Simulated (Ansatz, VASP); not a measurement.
**Os: VASP beside Ansatz**

```
Os
1.0
     2.71752    0.00000    0.00000
    -1.35876    2.35345    0.00000
     0.00000    0.00000    4.28446
Os
2
Direct
  0.33333 0.66667 0.25000
  0.66667 0.33333 0.75000
```

Alike in both runs: task single point; functional LDA; k mesh 13 × 13 × 8; occupations methfessel-paxton of order 1, width 0.1 eV; no spin polarisation.

```csv
,VASP,Ansatz
version,VASP 6.6.1,Ansatz 0.2.0
potentials or method,"VASP PAW LDA potentials, release 64 (Os_sv_GW), cutoff 560 eV","plane waves (420 eV) with PAW, scalar-relativistic"
valence electrons in the cell,32,32
```

|  | VASP | Ansatz | Ansatz less VASP |
| --- | --- | --- | --- |
| pressure (GPa) | 0.4 | -0.1 | -0.46 |
| traceless stress, the component that is largest in VASP (GPa) | -0.63 | -0.74 | -0.116 |

Ansatz warns that its potentials were made for another functional, while VASP's fit it. LDA's correlation is that of Perdew and Zunger in VASP and of Perdew and Wang (1992) in Ansatz.

Neither program's run includes spin-orbit coupling.
